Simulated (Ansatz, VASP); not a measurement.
**Two plane-wave programs on Al3BSb2**

```
CELL_PARAMETERS angstrom
5.16735 0.00000 0.00000
-2.58368 4.47506 0.00000
0.00000 0.00000 5.79673
ATOMIC_POSITIONS crystal
Al 0.50000 0.00000 0.50000
Al 0.00000 0.50000 0.50000
Al 0.50000 0.50000 0.50000
B 0.00000 0.00000 0.00000
Sb 0.33333 0.66667 0.00000
Sb 0.66667 0.33333 0.00000
```

Alike in both runs: functional PBE; k mesh 4 × 4 × 3; occupations gaussian, width 0.2 eV; no spin polarisation.

Ansatz relaxed the structure, and its values are those at the end. VASP's run is a single point on that final structure, the one shown.

```csv
,VASP,Ansatz
version,VASP 6.6.1,Ansatz 0.2.0
potentials or method,"VASP PAW PBE potentials, release 64 (Al, B, Sb), cutoff 500 eV","scalar-relativistic, plane waves, PAW"
valence electrons in the cell,22,42
```

```tsv
	VASP	Ansatz	Ansatz less VASP
gap on the k mesh at the Fermi level (eV)	none	none	-
pressure (GPa)	0.4	0.4	+0.02
```

A gap of «none» marks a metal or a gap that the smearing closes. VASP's potentials hold 22 valence electrons a cell and Ansatz's 42, so a difference there can come from the potentials and not from the codes.

The k mesh is coarse, so the values compare programs but aren't converged. Spin-orbit coupling is off throughout.
